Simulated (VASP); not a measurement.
Write the native input for VASP 6.6.1 that does the following.

```
Task                   : electric field gradients
Functional             : LDA
Potentials or basis    : VASP PAW LDA potentials, release 64 (Hg, Te)
Cutoff                 : 400 eV
k mesh                 : 10 × 10 × 10
Occupations            : fermi-dirac, width 0.08 eV
Spin                   : no spin polarisation
Dipole correction      : no
Further INCAR settings : ALGO = Normal; EDIFF = 1e-08; NBANDS = 16
```

The structure of HgTe lies in POSCAR:

```
HgTe
1.0
    0.0000000000      2.9312060514      2.9312060514
    2.9312060514      0.0000000000      2.9312060514
    2.9312060514      2.9312060514      0.0000000000
Hg Te
1 1
Direct
    0.0000000000      0.0000000000      0.0000000000
    0.5000000000      0.5000000000      0.5000000000
```

This cell differs from its parent crystal: volume scaled by 1.01.

The input as run:

INCAR

```
SYSTEM = HgTe
ALGO     = Normal         ! electronic algorithm
EDIFF    = 1E-8           ! SCF threshold, eV
ENCUT    = 400            ! plane-wave cutoff, eV
GGA_COMPAT= .False.      
ISIF     = 2              ! what is computed and relaxed
ISMEAR   = -1             ! smearing method
LASPH    = .True.         ! aspherical terms in the spheres
LCHARG   = .False.        ! write CHGCAR
LEFG     = .True.       
LREAL    = .False.        ! projectors in reciprocal space
LWAVE    = .False.        ! write WAVECAR
NBANDS   = 16             ! bands
NELM     = 120            ! most SCF steps
PREC     = Accurate       ! precision mode
SIGMA    = 0.08           ! smearing width, eV
```

KPOINTS

```
k-points
0
Gamma
  10 10 10
  0 0 0
```

Potentials or basis: VASP PAW LDA potentials, release 64 (Hg, Te).

Command:

```console
$ cat potpaw_LDA.64/Hg/POTCAR potpaw_LDA.64/Te/POTCAR > POTCAR
$ mpirun -np 1 vasp_std > vasp.out
```

Results of the run:

The pressure is 3.5 GPa and the band gap on the k mesh is zero (band 9 reaches 6.07 eV, above the bottom of band 10 at 2.88 eV).

Caveat: without QUAD_EFG the Cq values of the log hold for a quadrupole moment of 1 mb, not for the nuclei; spin-orbit coupling is left out, which moves the levels of the heavy elements.

It took 39 s on 1 thread of Intel(R) Xeon(R) Platinum 8375C CPU @ 2.90GHz (Ice Lake) (shared host), peak memory 0.15 GiB.
